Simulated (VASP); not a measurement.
# Al3Ni3F in VASP: single point with PBEsol

Aim: the single point of Al3Ni3F with PBEsol.

All numbers are computed with VASP 6.6.1; they aren't measurements. Logs are shortened: lines on timing, memory, paths and dates and some standing lists are left out, and cuts for length are marked.

### Step 1. The cell of the first run

The cell holds a slab with vacuum, 7 atoms: a = 2.862 Å, b = 2.862 Å, c = 26.155 Å, α = 90.00°, β = 90.00°, γ = 90.00°.

### Step 2. Single point, PBEsol

Contents of INCAR:

```
PREC = Accurate ; ENCUT = 520
EDIFF = 1E-6 ; ISMEAR = 0
SIGMA = 0.1 ; LREAL = F
LASPH = T ; NELM = 60
ALGO = Normal ; ISIF = 2
LWAVE = F ; LCHARG = F
LDIPOL = T ; IDIPOL = 3
DIPOL = 0.5 0.5 0.488 ; GGA = PS
NBANDS = 32
```

Contents of KPOINTS:

```
regular mesh
0
Gamma
  10 10 1
```

Contents of POSCAR:

```
Al3Ni3F
1.0
    2.8621655562      0.0000000000      0.0000000000
    0.0000000000      2.8621655562      0.0000000000
    0.0000000000      0.0000000000     26.1554138905
Ni Al F
3 3 1
Direct
    0.5000000000      0.5000000000      0.3249805198
    0.5000000000      0.5000000000      0.4344097021
    0.5000000000      0.5000000000      0.5421711610
    0.0000000000      0.0000000000      0.3796951109
    0.0000000000      0.0000000000      0.4879740466
    0.0000000000      0.0000000000      0.5988168731
    0.0000000000      0.5000000000      0.6465158143
```

Potentials or basis: VASP PAW PBE potentials, release 64 (Ni, Al, F).

Command:

```
$ cat potpaw_PBE.64/Ni/POTCAR potpaw_PBE.64/Al/POTCAR potpaw_PBE.64/F/POTCAR > POTCAR
$ mpirun -np 1 vasp_std > vasp.out
```

OUTCAR:

```text
PREC = Accurate
   ENCUT = 520
   EDIFF = 1E-6
   ISMEAR = 0
   LREAL = F
   LASPH = T
   NELM = 60
   ISIF = 2
   GGA = PS

 ion  position               nearest neighbor table
   1  0.500  0.500  0.325-   4 2.48   4 2.48   4 2.48   4 2.48   2 2.86
   2  0.500  0.500  0.434-   5 2.46   5 2.46   5 2.46   5 2.46   4 2.48   4 2.48   4 2.48   4 2.48
                             3 2.82   1 2.86
   3  0.500  0.500  0.542-   5 2.47   5 2.47   5 2.47   5 2.47   6 2.51   6 2.51   6 2.51   6 2.51
                             2 2.82
   4  0.000  0.000  0.380-   1 2.48   1 2.48   1 2.48   1 2.48   2 2.48   2 2.48   2 2.48   2 2.48
                             5 2.83
   5  0.000  0.000  0.488-   2 2.46   2 2.46   2 2.46   2 2.46   3 2.47   3 2.47   3 2.47   3 2.47
                             4 2.83   6 2.90
   6  0.000  0.000  0.599-   7 1.90   7 1.90   3 2.51   3 2.51   3 2.51   3 2.51   5 2.90
   7  0.000  0.500  0.647-   6 1.90   6 1.90

  LATTYP: Found a simple tetragonal cell.
 ALAT       =     2.8621655562
 C/A-ratio  =     9.1383301828

  Lattice vectors:

 A1 = (   2.8621655562,   0.0000000000,   0.0000000000)
 A2 = (   0.0000000000,   2.8621655562,   0.0000000000)
 A3 = (   0.0000000000,   0.0000000000,  26.1554138905)

Analysis of symmetry for initial positions (statically):
=====================================================================
 Subroutine PRICEL returns:
 Original cell was already a primitive cell.

 Routine SETGRP: Setting up the symmetry group for a
 simple tetragonal supercell.

 Subroutine GETGRP returns: Found  4 space group operations
 (whereof  4 operations were pure point group operations)
 out of a pool of 16 trial point group operations.

The static configuration has the point symmetry C_2v.

Analysis of symmetry for dynamics (positions and initial velocities):
=====================================================================
 Subroutine PRICEL returns:
 Original cell was already a primitive cell.

 Routine SETGRP: Setting up the symmetry group for a
 simple tetragonal supercell.

 Subroutine GETGRP returns: Found  4 space group operations
 (whereof  4 operations were pure point group operations)
 out of a pool of 16 trial point group operations.

The dynamic configuration has the point symmetry C_2v.

 Subroutine INISYM returns: Found  4 space group operations
 (whereof  4 operations are pure point group operations),
 and found     1 'primitive' translations

----------------------------------------------------------------------------------------

                                     Primitive cell

  volume of cell :     214.2649

  direct lattice vectors                    reciprocal lattice vectors
     2.862165556  0.000000000  0.000000000     0.349385799  0.000000000  0.000000000
     0.000000000  2.862165556  0.000000000     0.000000000  0.349385799  0.000000000
     0.000000000  0.000000000 26.155413891     0.000000000  0.000000000  0.038233002

  length of vectors
     2.862165556  2.862165556 26.155413891     0.349385799  0.349385799  0.038233002

  position of ions in fractional coordinates (direct lattice)
     0.500000000  0.500000000  0.324980520
     0.500000000  0.500000000  0.434409702
     0.500000000  0.500000000  0.542171161
     0.000000000  0.000000000  0.379695111
     0.000000000  0.000000000  0.487974047
     0.000000000  0.000000000  0.598816873
     0.000000000  0.500000000  0.646515814

  ion indices of the primitive-cell ions
   primitive index   ion index
                 1           1
                 2           2
                 3           3
                 4           4
                 5           5
                 6           6
                 7           7

----------------------------------------------------------------------------------------

 KPOINTS: regular mesh

Automatic generation of k-mesh.
 Grid dimensions read from file:
 generate k-points for:   10   10    1

 Generating k-lattice:

  Cartesian coordinates                     Fractional coordinates (reciprocal lattice)
     0.034938580  0.000000000  0.000000000     0.100000000  0.000000000  0.000000000
     0.000000000  0.034938580  0.000000000     0.000000000  0.100000000  0.000000000
     0.000000000  0.000000000  0.038233002     0.000000000  0.000000000  1.000000000

  Length of vectors
     0.034938580  0.034938580  0.038233002

  Shift w.r.t. Gamma in fractional coordinates (k-lattice)
     0.000000000  0.000000000  0.000000000

 Subroutine IBZKPT returns following result:
 ===========================================

 Found     36 irreducible k-points:

 Following reciprocal coordinates:
            Coordinates               Weight
  0.000000  0.000000  0.000000      1.000000
  0.100000  0.000000  0.000000      2.000000
  0.000000  0.100000  0.000000      2.000000
  0.200000  0.000000  0.000000      2.000000
  0.000000  0.200000  0.000000      2.000000
  0.300000  0.000000  0.000000      2.000000
[... 16 lines left out ...]
 -0.200000  0.300000  0.000000      4.000000
  0.400000  0.200000  0.000000      4.000000
 [... further k-points ...]
   k-points           NKPTS =     36   k-points in BZ     NKDIM =     36   number of bands    NBANDS=     32
   number of dos      NEDOS =    301   number of ions     NIONS =      7
   total plane-waves  NPLWV = 112896
   dimension x,y,z NGX =    24 NGY =   24 NGZ =  196
   dimension x,y,z NGXF=    48 NGYF=   48 NGZF=  392
   ions per type =               3   3   1
   NGX,Y,Z   is equivalent  to a cutoff of  13.94, 13.94, 12.46 a.u.
   NGXF,Y,Z  is equivalent  to a cutoff of  27.88, 27.88, 24.92 a.u.
 SYSTEM =  unknown system
   PREC   = accura    normal or accurate (medium, high low for compatibility)
   ISTART =      0    job   : 0-new  1-cont  2-samecut
   ICHARG =      2    charge: 1-file 2-atom 10-const
   ISPIN  =      1    spin polarized calculation?
   LNONCOLLINEAR =      F non collinear calculations
   LSORBIT =      F    spin-orbit coupling
   LASPH  =      T    aspherical Exc in radial PAW
   ENCUT  =  520.0 eV  38.22 Ry    6.18 a.u.   5.32  5.32 48.63*2*pi/ulx,y,z
   NELM   =     60;   NELMIN=  2; NELMDL= -5     # of ELM steps
   EDIFF  = 0.1E-05   stopping-criterion for ELM
   LREAL  =      F    real-space projection
   EDIFFG = 0.1E-04   stopping-criterion for IOM
   NSW    =      0    number of steps for IOM
   IBRION =     -1    ionic relax: 0-MD 1-quasi-New 2-CG
   NFREE  =      0    steps in history (QN), initial steepest desc. (CG)
   ISIF   =      2    stress and relaxation
   ISYM   =      2    0-nonsym 1-usesym 2-fastsym
   POTIM  = 0.5000    time-step for ionic-motion
   TEBEG  =    0.0;   TEEND  =   0.0 temperature during run
   PSTRESS=    0.0 pullay stress
   NELECT =      46.0000    total number of electrons
   NUPDOWN=      -1.0000    fix difference up-down
   EMIN   =  10.00;   EMAX   =-10.00  energy-range for DOS
   EFERMI =   0.00;   METHOD = LEGACY
   ISMEAR =     0;   SIGMA  =   0.10  broadening in eV -4-tet -1-fermi 0-gaus
   EFERMI_NEDOS =   21; number of points for ismear=-14 and -15
   IALGO  =     38    algorithm
   IMIX   =      4    mixing-type and parameters
     AMIX     =   0.40;   BMIX     =  1.00
     AMIX_MAG =   1.60;   BMIX_MAG =  1.00
  volume/ion in A,a.u.               =      30.61       206.56
  Fermi-wavevector in a.u.,A,eV,Ry     =   0.980266  1.852433 13.074118  0.960921
  Thomas-Fermi vector in A             =   2.111182
   LORBIT       =      0    0 simple, 1 ext, 2 COOP (PROOUT), +10 PAW based schemes
   GGA     = PS    functional components
   LHFCALC =     F    Hartree Fock is set to
   AEXX    =    0.0000 exact exchange contribution
   IVDW    =     0    specifies the selected vdW correction
   LEPSILON=     F    determine dielectric tensor
   LRPA    =     F    only Hartree local field effects (RPA)
 non-spin polarized calculation
 Gauss-broadening in eV      SIGMA  =   0.10
  energy-cutoff  :      520.00
  volume of cell :      214.26
 maximum number of plane-waves:      5817
 NGX is ok and might be reduce to    24
   NGX = 11   NGY = 11   NGZ = 97

 dipolmoment           0.000000      0.000000     -0.002197 electrons x Angstroem

 number of electron      46.0000032 magnetization

 dipolmoment           0.000000      0.000000      0.015817 electrons x Angstroem

 Free energy of the ion-electron system (eV)
  ---------------------------------------------------
  ext. energy  EPLUGINS =         0.00000000
  ---------------------------------------------------
  free energy    TOTEN  =       -38.60002812 eV

  energy without entropy =      -38.58677337  energy(sigma->0) =      -38.59340074

 E-fermi :   0.4091     XC(G=0):  -5.1313

 val. band max:        0.4019318068   @ k =   0.5000   0.5000   0.0000
 cond. band min:       0.4325212571   @ k =   0.5000   0.4000   0.0000
 fundamental gap:      0.0305894503
 Fermi energy:         0.4091294720

 k-point     1 :       0.0000    0.0000    0.0000
  band No.  band energies     occupation
      1     -25.0850      2.00000
      2     -10.4504      2.00000
      3      -9.1761      2.00000
      4      -7.6764      2.00000
      5      -6.4400      2.00000
      6      -5.9513      2.00000
[... 24 lines left out ...]
     31       6.5143      0.00000
     32       6.8349      0.00000

 k-point     2 :       0.1000    0.0000    0.0000
  band No.  band energies     occupation
      1     -25.0653      2.00000
      2     -10.2691      2.00000
      3      -9.0199      2.00000
      4      -7.5709      2.00000
      5      -6.4244      2.00000
      6      -5.8380      2.00000
[... 24 lines left out ...]
     31       6.3846      0.00000
     32       6.7526      0.00000
[... 733 lines left out ...]
     31       6.4681      0.00000
     32       7.0174      0.00000

 k-point    24 :       0.4000    0.2000    0.0000
  band No.  band energies     occupation
      1     -24.8096      2.00000
      2      -7.5120      2.00000
      3      -6.9160      2.00000
      4      -6.7737      2.00000
      5      -6.7451      2.00000
      6      -5.5157      2.00000
[... 24 lines left out ...]
     31       6.7125      0.00000
     32       7.3209      0.00000

 [... further k-points ...]

------------------------ aborting loop because EDIFF is reached ----------------------------------------

 vacuum level on the upper side and lower side of the slab       (xc-potential included)        -0.097        -0.468

  FORCE on cell =-STRESS in cart. coord.  units (eV):
  Direction    XX          YY          ZZ          XY          YZ          ZX
  --------------------------------------------------------------------------------------
  -------------------------------------------------------------------------------------
  Total       -1.2173095     -5.2506889     -0.5946680      0.0000000      0.0000000      0.0000000
  in kB       -9.1024960    -39.2623031     -4.4466611      0.0000000      0.0000000      0.0000000
  external PRESSURE =     -17.6038200 kB  Pullay stress =       0.0000000 kB

 VOLUME and BASIS-vectors are now :
 -----------------------------------------------------------------------------
  energy-cutoff  :      520.00
  volume of cell :      214.26
      direct lattice vectors                 reciprocal lattice vectors
     2.862165556  0.000000000  0.000000000     0.349385799  0.000000000  0.000000000
     0.000000000  2.862165556  0.000000000     0.000000000  0.349385799  0.000000000
     0.000000000  0.000000000 26.155413891     0.000000000  0.000000000  0.038233002

 POSITION                                       TOTAL-FORCE (eV/Angst)
 -----------------------------------------------------------------------------------
      1.43108      1.43108      8.50000         0.000000      0.000000      0.737887
      1.43108      1.43108     11.36217         0.000000      0.000000      0.340569
      1.43108      1.43108     14.18071         0.000000      0.000000      0.011798
      0.00000      0.00000      9.93108         0.000000      0.000000     -1.082351
      0.00000      0.00000     12.76316         0.000000      0.000000     -0.001128
      0.00000      0.00000     15.66230         0.000000      0.000000     -0.018063
      0.00000      1.43108     16.90989         0.000000      0.000000      0.011288
 -----------------------------------------------------------------------------------
    total drift:                                0.000000     -0.000000      0.001304

  FREE ENERGIE OF THE ION-ELECTRON SYSTEM (eV)
  ---------------------------------------------------
  free  energy   TOTEN  =       -38.6000281165 eV

  energy  without entropy=      -38.5867733656  energy(sigma->0) =      -38.59340074

 vacuum level on the upper side and lower side of the slab         5.238         4.882
```

It took 13 min on 1 thread of Intel Xeon 8259CL, shared host; peak memory 0.47 GiB.

What came out:

* Free energy: -38.6000 eV
* Largest force: 1.082 eV/Å
* Band gap on the k mesh: zero (band 23 reaches 0.96 eV, above the bottom of band 24 at -0.29 eV)

Forces on the atoms (eV/Å):
```
Ni   0.000  0.000  0.738
Ni   0.000  0.000  0.341
Ni   0.000  0.000  0.012
Al   0.000  0.000 -1.082
Al   0.000  0.000 -0.001
Al   0.000  0.000 -0.018
F    0.000  0.000  0.011
```

Levels at points of the mesh, in eV from the Fermi level:
| k point | band 20 | band 21 | band 22 | band 23 | band 24 | band 25 | band 26 | band 27 |
| --- | --- | --- | --- | --- | --- | --- | --- | --- |
| (0.00, 0.00, 0.00) | -0.87 | -0.86 | -0.67 | -0.53 | 0.36 | 2.16 | 3.81 | 4.80 |
| (0.50, 0.00, 0.00) | -1.07 | -0.80 | -0.76 | -0.74 | -0.69 | -0.19 | 2.16 | 3.16 |
| (0.00, 0.50, 0.00) | -1.07 | -0.76 | -0.75 | -0.74 | -0.40 | -0.17 | 2.09 | 2.26 |
| (0.50, 0.50, 0.00) | -0.84 | -0.15 | -0.01 | 0.37 | 1.55 | 2.10 | 2.28 | 2.57 |

Caveat: the PAW data sets were made with another functional, which shifts forces and pressure a little; the run has no spin polarisation, though such a crystal can be magnetic.
